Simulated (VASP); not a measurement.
# Mg (Im-3m) in VASP: a series of runs, part 2 of 2

VASP 6.6.1. The steps go on from the part before.

## 6. Relaxation of cell and atoms, PBEsol, target pressure 40 GPa, at which the enthalpy is minimised

This run uses another cell than the first one, of 23.33 Å³/atom.

INCAR reads:

```
PREC = Accurate
ENCUT = 600
EDIFF = 1E-7
ISMEAR = -1
SIGMA = 0.1
LREAL = False
LASPH = True
NELM = 120
ALGO = Normal
ISIF = 3
LWAVE = False
LCHARG = False
GGA = PS
IBRION = 2
NSW = 80
EDIFFG = -0.01
PSTRESS = 400.0
GGA_COMPAT = False
NELMIN = 4
```

KPOINTS reads:

```
regular mesh
0
Gamma
  10 10 10
```

POSCAR reads:

```
Mg
1.0
   -1.8000000000      1.8000000000      1.8000000000
    1.8000000000     -1.8000000000      1.8000000000
    1.8000000000      1.8000000000     -1.8000000000
Mg
1
Direct
    0.0000000000      0.0000000000      0.0000000000
```

Potentials or basis: VASP PAW PBE potentials, release 64 (Mg).

Started as:

```
> cat potpaw_PBE.64/Mg/POTCAR > POTCAR
> mpirun -np 1 vasp_std > vasp.out
```

Run time: 14 s. Hardware: 1 thread of Intel Xeon 6975P-C (Granite Rapids), shared host; peak memory 0.17 GiB.

Results (log left out):

| Quantity | Value |
| --- | --- |
| Free energy | -1.0028 eV |
| Relaxed volume | 14.37 Å³/atom |
| Relaxed cell | a = 2.652 Å, b = 2.652 Å, c = 2.652 Å, α = 109.47°, β = 109.47°, γ = 109.47° |
| Space group after relaxing (to 0.1 Å) | Im-3m (No. 229) |
| Energy change on relaxing (the run minimises the enthalpy) | +700.9 meV/atom |
| Ionic steps | 5 |
| Pressure after relaxing | 40.0 GPa |
| Band gap on the k mesh | zero (bands 1 and 2 overlap by 4.88 eV) |

Step by step:
| step | energy change (eV) | largest force (eV/Å) | pressure (GPa) | volume (Å³) |
| --- | --- | --- | --- | --- |
| 1 | 0.0000 | 0.0000 | -1.20 | 23.33 |
| 2 | 4.8715 | 0.0000 | 251.04 | 8.37 |
| 3 | 0.5095 | 0.0000 | 31.07 | 15.23 |
| 4 | 0.6329 | 0.0000 | 36.87 | 14.65 |
| 5 | 0.7009 | 0.0000 | 40.04 | 14.37 |

Final structure:
```
Mg
1.0
    -1.53141    1.53141    1.53141
     1.53141   -1.53141    1.53141
     1.53141    1.53141   -1.53141
Mg
1
Direct
  0.00000 0.00000 0.00000
```

Levels at points of the mesh, in eV from the Fermi level:
| k point | band 1 | band 2 | band 3 | band 4 | band 5 |
| --- | --- | --- | --- | --- | --- |
| (0.00, 0.00, 0.00) | -9.38 | 16.34 | 16.34 | 16.34 | 18.95 |
| (0.50, 0.00, 0.00) | -2.33 | -1.05 | 10.25 | 13.55 | 13.62 |
| (0.50, 0.50, 0.50) | 3.83 | 3.83 | 5.47 | 5.47 | 5.47 |

Caveat: the cell is relaxed towards a set pressure, so the run minimises the enthalpy, not the energy; the volume moved by over 15 % at a fixed basis, so the end points are rough; the PAW data sets were made with another functional, which shifts forces and pressure a little.

## 7. Relaxation of cell and atoms, PBEsol, target pressure 60 GPa, at which the enthalpy is minimised

This run uses another cell than the first one, of 23.33 Å³/atom.

INCAR reads:

```
SYSTEM = Mg
ALGO = Normal
EDIFF = 1E-7
EDIFFG = -0.01
ENCUT = 600
GGA = PS
GGA_COMPAT = .False.
IBRION = 2
ISIF = 3
ISMEAR = -1
LASPH = .True.
LCHARG = .False.
LREAL = .False.
LWAVE = .False.
NELM = 120
NELMIN = 4
NSW = 80
PREC = Accurate
PSTRESS = 600.0
SIGMA = 0.1
```

KPOINTS reads:

```
k-points
0
Gamma
  10 10 10
  0 0 0
```

POSCAR is that of step 6.

Potentials or basis: VASP PAW PBE potentials, release 64 (Mg).

Started as:

```
> cat potpaw_PBE.64/Mg/POTCAR > POTCAR
> mpirun -np 1 vasp_std > vasp.out
```

OUTCAR:

```text
SYSTEM = Mg
   EDIFF = 1E-7
   EDIFFG = -0.01
   ENCUT = 600
   GGA = PS
   IBRION = 2
   ISIF = 3
   ISMEAR = -1
   LASPH = .True.
   LREAL = .False.
   NELM = 120
   NELMIN = 4
   NSW = 80
   PREC = Accurate
   PSTRESS = 600.0

 ion  position               nearest neighbor table
   1  0.000  0.000  0.000-

  LATTYP: Found a body centered cubic cell.
 ALAT       =     3.6000000000

  Lattice vectors:

 A1 = (  -1.8000000000,   1.8000000000,   1.8000000000)
 A2 = (   1.8000000000,  -1.8000000000,   1.8000000000)
 A3 = (   1.8000000000,   1.8000000000,  -1.8000000000)

Analysis of symmetry for initial positions (statically):
=====================================================================
 Subroutine PRICEL returns:
 Original cell was already a primitive cell.

 Routine SETGRP: Setting up the symmetry group for a
 body centered cubic supercell.

 Subroutine GETGRP returns: Found 48 space group operations
 (whereof 48 operations were pure point group operations)
 out of a pool of 48 trial point group operations.

The static configuration has the point symmetry O_h .

Analysis of symmetry for dynamics (positions and initial velocities):
=====================================================================
 Subroutine PRICEL returns:
 Original cell was already a primitive cell.

 Routine SETGRP: Setting up the symmetry group for a
 body centered cubic supercell.

 Subroutine GETGRP returns: Found 48 space group operations
 (whereof 48 operations were pure point group operations)
 out of a pool of 48 trial point group operations.

The dynamic configuration has the point symmetry O_h .

 Subroutine INISYM returns: Found 48 space group operations
 (whereof 48 operations are pure point group operations),
 and found     1 'primitive' translations

----------------------------------------------------------------------------------------

                                     Primitive cell

  volume of cell :      23.3280

  direct lattice vectors                    reciprocal lattice vectors
    -1.800000000  1.800000000  1.800000000     0.000000000  0.277777778  0.277777778
     1.800000000 -1.800000000  1.800000000     0.277777778  0.000000000  0.277777778
     1.800000000  1.800000000 -1.800000000     0.277777778  0.277777778  0.000000000

  length of vectors
     3.117691454  3.117691454  3.117691454     0.392837101  0.392837101  0.392837101

  position of ions in fractional coordinates (direct lattice)
     0.000000000  0.000000000  0.000000000

  ion indices of the primitive-cell ions
   primitive index   ion index
                 1           1

----------------------------------------------------------------------------------------

 KPOINTS: k-points

Automatic generation of k-mesh.
 Grid dimensions read from file:
 generate k-points for:   10   10   10

 Generating k-lattice:

  Cartesian coordinates                     Fractional coordinates (reciprocal lattice)
     0.000000000  0.027777778  0.027777778     0.100000000  0.000000000  0.000000000
     0.027777778  0.000000000  0.027777778     0.000000000  0.100000000  0.000000000
     0.027777778  0.027777778  0.000000000     0.000000000  0.000000000  0.100000000

  Length of vectors
     0.039283710  0.039283710  0.039283710

  Shift w.r.t. Gamma in fractional coordinates (k-lattice)
     0.000000000  0.000000000  0.000000000

 Subroutine IBZKPT returns following result:
 ===========================================

 Found     47 irreducible k-points:

 Following reciprocal coordinates:
            Coordinates               Weight
  0.000000  0.000000  0.000000      1.000000
  0.100000  0.000000  0.000000     12.000000
  0.200000  0.000000  0.000000     12.000000
  0.300000  0.000000  0.000000     12.000000
  0.400000  0.000000  0.000000     12.000000
  0.500000  0.000000  0.000000      6.000000
[... 16 lines left out ...]
  0.300000  0.300000  0.100000      8.000000
 -0.300000  0.300000  0.100000     24.000000
 [... further k-points ...]
   k-points           NKPTS =     47   k-points in BZ     NKDIM =     47   number of bands    NBANDS=      5
   number of dos      NEDOS =    301   number of ions     NIONS =      1
   total plane-waves  NPLWV =  21952
   dimension x,y,z NGX =    28 NGY =   28 NGZ =   28
   dimension x,y,z NGXF=    56 NGYF=   56 NGZF=   56
   ions per type =               1
   NGX,Y,Z   is equivalent  to a cutoff of  14.93, 14.93, 14.93 a.u.
   NGXF,Y,Z  is equivalent  to a cutoff of  29.86, 29.86, 29.86 a.u.
 SYSTEM =  Mg
   PREC   = accura    normal or accurate (medium, high low for compatibility)
   ISTART =      0    job   : 0-new  1-cont  2-samecut
   ICHARG =      2    charge: 1-file 2-atom 10-const
   ISPIN  =      1    spin polarized calculation?
   LNONCOLLINEAR =      F non collinear calculations
   LSORBIT =      F    spin-orbit coupling
   LASPH  =      T    aspherical Exc in radial PAW
   ENCUT  =  600.0 eV  44.10 Ry    6.64 a.u.   6.23  6.23  6.23*2*pi/ulx,y,z
   NELM   =    120;   NELMIN=  4; NELMDL= -5     # of ELM steps
   EDIFF  = 0.1E-06   stopping-criterion for ELM
   LREAL  =      F    real-space projection
   EDIFFG = -.1E-01   stopping-criterion for IOM
   NSW    =     80    number of steps for IOM
   IBRION =      2    ionic relax: 0-MD 1-quasi-New 2-CG
   NFREE  =      1    steps in history (QN), initial steepest desc. (CG)
   ISIF   =      3    stress and relaxation
   ISYM   =      2    0-nonsym 1-usesym 2-fastsym
   POTIM  = 0.5000    time-step for ionic-motion
   TEBEG  =    0.0;   TEEND  =   0.0 temperature during run
   PSTRESS=  600.0 pullay stress
   NELECT =       2.0000    total number of electrons
   NUPDOWN=      -1.0000    fix difference up-down
   EMIN   =  10.00;   EMAX   =-10.00  energy-range for DOS
   EFERMI =   0.00;   METHOD = LEGACY
   ISMEAR =    -1;   SIGMA  =   0.10  broadening in eV -4-tet -1-fermi 0-gaus
   EFERMI_NEDOS =   21; number of points for ismear=-14 and -15
   IALGO  =     38    algorithm
   IMIX   =      4    mixing-type and parameters
     AMIX     =   0.40;   BMIX     =  1.00
     AMIX_MAG =   1.60;   BMIX_MAG =  1.00
  volume/ion in A,a.u.               =      23.33       157.43
  Fermi-wavevector in a.u.,A,eV,Ry     =   0.721870  1.364137  7.089946  0.521096
  Thomas-Fermi vector in A             =   1.811688
   LORBIT       =      0    0 simple, 1 ext, 2 COOP (PROOUT), +10 PAW based schemes
   GGA     = PS    functional components
   LHFCALC =     F    Hartree Fock is set to
   AEXX    =    0.0000 exact exchange contribution
   IVDW    =     0    specifies the selected vdW correction
   LEPSILON=     F    determine dielectric tensor
   LRPA    =     F    only Hartree local field effects (RPA)
 conjugate gradient relaxation of ions
 non-spin polarized calculation
  energy-cutoff  :      600.00
  volume of cell :       23.33
 maximum number of plane-waves:       798
 NGX is ok and might be reduce to    28
   NGX = 13   NGY = 13   NGZ = 13

--------------------------------------- Ionic step        1  -------------------------------------------

 number of electron       2.0000000 magnetization

 Free energy of the ion-electron system (eV)
  ---------------------------------------------------
  ext. energy  EPLUGINS =         0.00000000
  ---------------------------------------------------
  free energy    TOTEN  =        -1.70373291 eV

  energy without entropy =       -1.69012401  energy(sigma->0) =       -1.69692846

 E-fermi :   2.6224     XC(G=0):  -8.4863

 val. band max:        2.5109662894   @ k =   0.5000   0.5000   0.2000
 cond. band min:       2.6922061484   @ k =   0.4000   0.1000  -0.0000
 fundamental gap:      0.1812398590
 Fermi energy:         2.6223692759
[... 700 lines left out ...]
  energy  without entropy=       -1.3018405583  energy(sigma->0) =       -1.30877316

  enthalpy is  TOTEN    =         4.6484797568 eV   P V=        5.9641855278

[... ionic steps 4 to 15 ...]

--------------------------------------- Ionic step       16  -------------------------------------------

 number of electron       2.0000000 magnetization

------------------------ aborting loop because EDIFF is reached ----------------------------------------
[... 69 lines left out ...]
--------------------------------------- Ionic step       18  -------------------------------------------

 number of electron       2.0000000 magnetization

 Free energy of the ion-electron system (eV)
  ---------------------------------------------------
  ext. energy  EPLUGINS =         0.00000000
  ---------------------------------------------------
  free energy    TOTEN  =        -0.56965908 eV

  energy without entropy =       -0.55665034  energy(sigma->0) =       -0.56315471

 E-fermi :   6.5805     XC(G=0): -10.5502

 val. band max:        6.3772381239   @ k =   0.3000   0.2000   0.2000
 cond. band min:       6.6441598085   @ k =  -0.4000   0.4000   0.4000
 fundamental gap:      0.2669216846
 Fermi energy:         6.5805407602
[... 224 lines left out ...]
  energy  without entropy=       -0.5566503406  energy(sigma->0) =       -0.56315471

  enthalpy is  TOTEN    =         4.2840005784 eV   P V=        4.8536596606

 reached required accuracy - stopping structural energy minimisation
```

CONTCAR:

```text
Mg
   1.00000000000000
    -1.4797541057632844    1.4797541057632841    1.4797541057632841
     1.4797541057632844   -1.4797541057632841    1.4797541057632841
     1.4797541057632844    1.4797541057632841   -1.4797541057632841
  Mg
     1
Direct
     0.0000000000000000    0.0000000000000000    0.0000000000000000

  0.00000000E+00  0.00000000E+00  0.00000000E+00
```

It took 34 s on 1 thread of Intel Xeon 6975P-C (Granite Rapids), shared host; peak memory 0.2 GiB.

Results:

```
Free energy                                                : -0.5697 eV
Relaxed volume                                             : 12.96 Å³/atom
Relaxed cell                                               : a = 2.563 Å, b = 2.563 Å, c = 2.563 Å, α = 109.47°, β = 109.47°, γ = 109.47°
Space group after relaxing (to 0.1 Å)                      : Im-3m (No. 229)
Energy change on relaxing (the run minimises the enthalpy) : +1134.1 meV/atom
Ionic steps                                                : 18
Pressure after relaxing                                    : 60.1 GPa
Band gap on the k mesh                                     : zero (bands 1 and 2 overlap by 4.83 eV)
```

Step by step:
```
step  energy change (eV)  largest force (eV/Å)  pressure (GPa)  volume (Å³)
   1              0.0000                0.0000           -1.20        23.33
   2             20.9173                0.0000         1410.98         4.32
   3              0.3880                0.0000           25.26        15.93
   4              0.6651                0.0000           38.37        14.51
   5              1.1671                0.0000           61.62        12.87
   6              1.1033                0.0000           58.67        13.04
   7              1.1041                0.0000           58.70        13.04
   8              1.1066                0.0000           58.81        13.03
   9              1.1066                0.0000           58.81        13.03
  10              1.1066                0.0000           58.82        13.03
  11              1.1067                0.0000           58.82        13.03
  12              1.1069                0.0000           58.83        13.03
  13              1.1074                0.0000           58.85        13.03
  14              1.1082                0.0000           58.89        13.03
  15              1.1099                0.0000           58.97        13.03
  16              1.1134                0.0000           59.13        13.02
  17              1.1202                0.0000           59.45        13.00
  18              1.1341                0.0000           60.09        12.96
```

Final structure:
```
Mg
1.0
    -1.47975    1.47975    1.47975
     1.47975   -1.47975    1.47975
     1.47975    1.47975   -1.47975
Mg
1
Cartesian
  0.0000 0.0000 0.0000
```

Caveat: the cell is relaxed towards a set pressure, so the run minimises the enthalpy, not the energy; the volume moved by over 15 % at a fixed basis, so the end points are rough; the PAW data sets were made with another functional, which shifts forces and pressure a little.

## 8. Summary

| task | cell | gap on the mesh (eV) | pressure (GPa) |
| --- | --- | --- | --- |
| single point | a = 2.786 Å, angles 109.5°, 1 atom | none | 20.3 |
| single point | a = 3.083 Å, angles 109.5°, 1 atom | none | 0.0 |
| relaxation of cell and atoms | relaxed from a = 3.118 Å, angles 109.5°, 1 atom | none | 0.0 |
| relaxation of cell and atoms | relaxed to 20 GPa from a = 3.118 Å, angles 109.5°, 1 atom | none | 20.0 |
| relaxation of cell and atoms | relaxed to 40 GPa from a = 3.118 Å, angles 109.5°, 1 atom | none | 40.0 |
| relaxation of cell and atoms | relaxed to 60 GPa from a = 3.118 Å, angles 109.5°, 1 atom | none | 60.1 |

Alike in all rows: level PBEsol; potentials or basis VASP PAW PBE potentials, release 64 (Mg); no spin polarisation; k mesh 10 × 10 × 10; cutoff (eV) 600; smearing fermi-dirac 0.1 eV.

Caveats: the PAW data sets were made with another functional, which shifts forces and pressure a little; the cell is relaxed towards a set pressure, so the run minimises the enthalpy, not the energy (at least some runs); the volume moved by over 15 % at a fixed basis, so the end points are rough (at least some runs); the cell stands under pressure (at least some runs).

Total energies depend on the potentials used, so only differences within one code and one set of settings carry meaning.
